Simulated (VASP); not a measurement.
# Fe: single point with PBEsol

Crystal: Fe.

```
CELL_PARAMETERS angstrom
-1.43142 1.43142 1.43142
1.43142 -1.43142 1.43142
1.43142 1.43142 -1.43142
ATOMIC_POSITIONS crystal
Fe 0.00000 0.00000 0.00000
```

| Item | Value |
| --- | --- |
| Program | VASP 6.6.1 |
| Task | single point |
| Functional | PBEsol |
| Potentials or basis | VASP PAW PBE potentials, release 64 (Fe) |
| Cutoff | 600 eV |
| k mesh | 13 × 13 × 13 |
| Occupations | fermi-dirac, width 0.1 eV |
| Spin | collinear spin, ferromagnetic start |
| Starting moments | [4.0] μB |
| Dipole correction | no |
| Further INCAR settings | ALGO = Normal; EDIFF = 1e-06; NBANDS = 14 |

* Pressure: -14.8 GPa
* Net moment: 2.22 μB per cell
* Site moments: Fe +2.22 μB
* Valence electrons inside the program's atomic spheres: Fe 7.21

Levels at points of the mesh, in eV from the Fermi level:
Spin up:
```tsv
k point	band 1	band 2	band 3	band 4	band 5	band 6	band 7	band 8	band 9	band 10
(0.00, 0.00, 0.00)	-8.32	-2.25	-2.25	-2.25	-1.05	-1.05	24.62	24.62	24.62	29.52
```
Spin down:
| k point | band 1 | band 2 | band 3 | band 4 | band 5 | band 6 |
| --- | --- | --- | --- | --- | --- | --- |
| (0.00, 0.00, 0.00) | -8.08 | -0.29 | -0.29 | -0.29 | 1.61 | 1.61 |

Run time: 14 s on 1 thread of AMD EPYC 9R45 (Zen 5), on a shared host, peak memory 0.11 GiB.

Caveat: the PAW data sets were made with another functional, which shifts forces and pressure a little.
